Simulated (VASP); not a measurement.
Pt, 6 atoms in the cell. The cell holds a slab with vacuum, 6 atoms: a = 2.809 Å, b = 3.972 Å, c = 23.021 Å, α = 90.00°, β = 90.00°, γ = 90.00°. 

- Program: VASP 6.6.1
- Task: single point
- Functional: PBE
- Potentials or basis: VASP PAW PBE potentials, release 64 (Pt)
- Cutoff: 520 eV
- k mesh: 14 × 10 × 1
- Occupations: fermi-dirac, width 0.1 eV
- Spin: no spin polarisation
- Dipole correction: no
- Further INCAR settings: ALGO = Normal; EDIFF = 1e-06; NBANDS = 39

Potentials or basis: VASP PAW PBE potentials, release 64 (Pt).

Launch:

```bash
$ cat potpaw_PBE.64/Pt/POTCAR > POTCAR
$ mpirun -np 1 vasp_std > vasp.out
```

Hardware: 1 thread of Oxide Virtual Turin-like Processor, on a shared host.

Problem. Estimate the wall time of this run.

Solution. It took 29 min on 1 thread of Oxide Virtual Turin-like Processor, with other jobs on the host, peak memory 0.51 GiB. Counts: scf iterations 25, k points 48.
